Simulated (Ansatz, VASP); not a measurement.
**WS2 in VASP and in Ansatz**

```
W S
1.0
     1.57380    0.90864    6.17935
    -1.57380    0.90864    6.17935
     0.00000   -1.81727    6.17935
W S
1 2
Cartesian
  0.0000 0.0000 18.5256
  0.0000 0.0000 13.8658
  0.0000 0.0000 10.8264
```

Change from the starting cell: strain +0.000 along x and y, -0.030 along z, atoms carried along.

Alike in both runs: task single point; functional PBEsol; k mesh 12 × 12 × 12; occupations gaussian, width 0.05 eV; no spin polarisation.

|  | VASP | Ansatz |
| --- | --- | --- |
| version | VASP 6.6.1 | Ansatz 0.2.0 |
| potentials or method | VASP PAW PBE potentials, release 64 (W_sv, S), cutoff 520 eV | scalar-relativistic, plane waves, PAW |
| valence electrons in the cell | 26 | 26 |

VASP gave:

* gap on the k mesh at the Fermi level (eV): 0.96
* least direct gap on the mesh (eV): 1.80
* pressure (GPa): 5.8
* traceless stress, the component that is largest in VASP (GPa): 3.96
* rms of the force components (eV/Å): 0.481

Q: Which values does Ansatz return?

A: gap on the k mesh at the Fermi level (eV): 0.94; least direct gap on the mesh (eV): 1.80; pressure (GPa): 5.6; traceless stress, the component that is largest in VASP (GPa): 3.95; rms of the force components (eV/Å): 0.471.

VASP's potentials were made for PBE, not for PBEsol. Atom by atom the forces differ by 0.010 eV/Å (rms over components).

Spin-orbit coupling is off throughout.
